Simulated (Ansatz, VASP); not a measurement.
**One calculation of CdIn2O4, two programs**

```
In O Cd
1.0
     0.00000    4.57462    4.57462
     4.57462    0.00000    4.57462
     4.57462    4.57462    0.00000
In O Cd
4 8 2
Direct
  0.62500 0.62500 0.62500
  0.12500 0.62500 0.62500
  0.62500 0.62500 0.12500
  0.62500 0.12500 0.62500
  0.86500 0.86500 0.86500
  0.84500 0.38500 0.38500
  0.86500 0.86500 0.40500
  0.38500 0.84500 0.38500
  0.40500 0.86500 0.86500
  0.38500 0.38500 0.38500
  0.86500 0.40500 0.86500
  0.38500 0.38500 0.84500
  0.00000 0.00000 0.00000
  0.25000 0.25000 0.25000
```

Alike in both runs: task single point; functional PBE; k mesh 5 × 5 × 5; no spin polarisation.

|  | VASP | Ansatz |
| --- | --- | --- |
| version | VASP 6.6.1 | Ansatz 0.2.0 |
| potentials or method | VASP PAW PBE potentials, release 64 (In_d, O, Cd), cutoff 600 eV | PAW plane waves |
| occupations | fermi-dirac, width 0.1 eV | fermi-dirac |
| valence electrons in the cell | 124 | 140 |

```csv
,VASP,Ansatz,Ansatz less VASP
pressure (GPa),7.6,6.9,-0.68
rms of the force components (eV/Å),0.380,0.351,-0.0291
```

Atom by atom the forces differ by 0.029 eV/Å (rms over components). VASP's potentials hold 124 valence electrons a cell and Ansatz's 140, so a difference there can come from the potentials and not from the codes.
